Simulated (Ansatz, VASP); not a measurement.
Hg: VASP beside Ansatz

File INCAR:

```
ALGO = Normal
EDIFF = 1E-6
ENCUT = 500
GGA_COMPAT = F
ISIF = 2
ISMEAR = -1
LASPH = T
LCHARG = F
LREAL = F
LWAVE = F
NBANDS = 16
NELM = 120
PREC = Accurate
SIGMA = 0.1
```

File KPOINTS:

```
k-points
0
Gamma
  7 7 7
```

File POSCAR:

```
Hg
1.0
    1.7463233735      1.0082402698      2.1478810803
   -1.7463233735      1.0082402698      2.1478810803
    0.0000000000     -2.0164805396      2.1478810803
Hg
1
Direct
    0.0000000000      1.0000000000      0.0000000000
```

Input for Ansatz:

```yaml
crystal:
  lattice:
    - [1.7463233735, 1.0082402698, 2.1478810803]
    - [-1.7463233735, 1.0082402698, 2.1478810803]
    - [0.0, -2.0164805396, 2.1478810803]
  atoms:
    - { symbol: Hg, position: [0.0, 1.0, 0.0] }
hamiltonian:
  xc: lda
  pseudopotentials:
    kind: paw
    azcp:
      Hg: "pseudopotentials/Hg.paw.azcp"
basis:
  ecutwfc: 420
  fft_grid_basis: typed
kpoints:
  mp_grid: { grid: [7, 7, 7], shift: [0, 0, 0] }
magnetization:
  spin_polarized: false
scf:
  occupations: { method: fermi_dirac, width: 0.1 }
  lower_state_search: "off"
output:
  stress: true
```

Alike in both runs: task single point; functional LDA; k mesh 7 × 7 × 7; occupations fermi-dirac, width 0.1 eV; no spin polarisation.

|  | VASP | Ansatz |
| --- | --- | --- |
| version | VASP 6.6.1 | Ansatz 0.2.0 |
| potentials or method | VASP PAW LDA potentials, release 64 (Hg_sv_GW), cutoff 500 eV | plane waves (420 eV) with PAW, scalar-relativistic |
| valence electrons in the cell | 20 | 20 |

VASP gave:

```
pressure (GPa)                                                : -0.2
traceless stress, the component that is largest in VASP (GPa) : 0.93
```

Question: Estimate Ansatz's values.

Answer: Pressure (GPa): 0.9; traceless stress, the component that is largest in VASP (GPa): 0.74.

Ansatz warns that its potentials were made for another functional, while VASP's fit it. LDA's correlation is that of Perdew and Zunger in VASP and of Perdew and Wang (1992) in Ansatz.

Neither program's run includes spin-orbit coupling.
